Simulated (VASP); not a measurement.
Crystal: BaTiO3.

```
Ba Ti O
1.0
     3.98550    0.00000    0.00000
     0.00000    2.83690   -2.84515
     0.00000    2.83690    2.84515
Ba Ti O
1 1 3
Direct
  0.00000 0.00000 0.00000
  0.50000 0.48760 0.51240
  0.00000 0.51260 0.48740
  0.50000 0.00816 0.50524
  0.50000 0.49476 0.99184
```

```yaml
Program: VASP 6.6.1
Task: relaxation of cell and atoms
Functional: PBEsol
Dispersion: D3(BJ)
Potentials_or_basis: VASP PAW PBE potentials, release 64 (Ba_sv, Ti_sv, O)
Cutoff: 600 eV
k_mesh: 6 × 6 × 6
Occupations: gaussian, width 0.01 eV
Spin: no spin polarisation
```

At the start: pressure -5.7 GPa; volume 12.87 Å³/atom.

Q: Where does the relaxation end?

A: Over 9 steps the energy falls by 10.8 meV/atom and the volume is 12.48 Å³/atom (-3.0 %); space group Amm2 (No. 38, to 0.1 Å) before and after.

Step by step:
| step | energy change (eV) | largest force (eV/Å) | pressure (GPa) | volume (Å³) |
| --- | --- | --- | --- | --- |
| 1 | 0.0000 | 0.2801 | -5.70 | 64.34 |
| 2 | 0.0027 | 0.3313 | 7.22 | 60.17 |
| 3 | -0.0422 | 0.2040 | 0.22 | 62.23 |
| 4 | -0.0472 | 0.1501 | 0.17 | 62.25 |
| 5 | -0.0526 | 0.0677 | 0.07 | 62.29 |
| 6 | -0.0537 | 0.0376 | 0.03 | 62.37 |
| 7 | -0.0537 | 0.0374 | 0.02 | 62.37 |
| 8 | -0.0539 | 0.0166 | 0.00 | 62.39 |
| 9 | -0.0539 | 0.0094 | -0.01 | 62.41 |

Final structure:
```xyz
5
Lattice="3.9473 0.0000 0.0000 0.0000 2.8094 -2.8139 0.0000 2.8094 2.8139" Properties=species:S:1:pos:R:3 pbc="T T T"
Ba    0.0000    2.8094   -2.7912
Ti    1.9737    2.8094    0.0845
O     0.0000    2.8094   -0.0333
O     1.9737    1.4205    1.3613
O     1.9737    4.1983    1.3613
```

Caveat: the PAW data sets were made with another functional, which shifts forces and pressure a little.
